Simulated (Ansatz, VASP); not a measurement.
**Ga: VASP beside Ansatz**

File INCAR:

```
ALGO = Normal ; EDIFF = 1E-6
ENCUT = 520 ; GGA = RP
ISIF = 2 ; ISMEAR = -1
LASPH = True ; LCHARG = False
LREAL = False ; LWAVE = False
NBANDS = 26 ; NELM = 80
PREC = Accurate ; SIGMA = 0.1
```

Contents of KPOINTS:

```
k-points
0
Gamma
  9 9 12
```

Contents of POSCAR:

```
Ga
1.0
    4.8889732004      0.0000000000      0.0000000000
   -2.4444866002      4.2339749900      0.0000000000
    0.0000000000      0.0000000000      3.1391005606
Ga
3
Direct
    0.0000000000      0.0000000000      0.0000000000
    0.3333333333      0.6666666667      0.5000000000
    0.6666666667      0.3333333333      0.5000000000
```

Input for Ansatz:

```yaml
crystal:
  lattice:
    - [4.8889732004, 0.0, 0.0]
    - [-2.4444866002, 4.23397499, 0.0]
    - [0.0, 0.0, 3.1391005606]
  atoms:
    - { symbol: Ga, position: [0.0, 0.0, 0.0] }
    - { symbol: Ga, position: [0.3333333333, 0.6666666667, 0.5] }
    - { symbol: Ga, position: [0.6666666667, 0.3333333333, 0.5] }
hamiltonian:
  xc: rpbe
  pseudopotentials:
    kind: paw
    azcp:
      Ga: "pseudopotentials/Ga.paw.azcp"
basis:
  ecutwfc: 420
  fft_grid_basis: typed
kpoints:
  mp_grid: { grid: [9, 9, 12], shift: [0, 0, 0] }
magnetization:
  spin_polarized: false
scf:
  occupations: { method: fermi_dirac, width: 0.1 }
  lower_state_search: "off"
output:
  stress: true
```

Alike in both runs: task single point; functional RPBE; k mesh 9 × 9 × 12; occupations fermi-dirac, width 0.1 eV; no spin polarisation.

|  | VASP | Ansatz |
| --- | --- | --- |
| version | VASP 6.6.1 | Ansatz 0.2.0 |
| potentials or method | VASP PAW PBE potentials, release 64 (Ga_d), cutoff 520 eV | plane waves (420 eV) with PAW, scalar-relativistic |
| valence electrons in the cell | 39 | 39 |

VASP gave:

* pressure (GPa): -2.3
* traceless stress, the component that is largest in VASP (GPa): -0.22

Q: What did Ansatz give for the same quantities?

A: Pressure (GPa): -2.5; traceless stress, the component that is largest in VASP (GPa): -0.19.

VASP's potentials were made for PBE, not for RPBE.
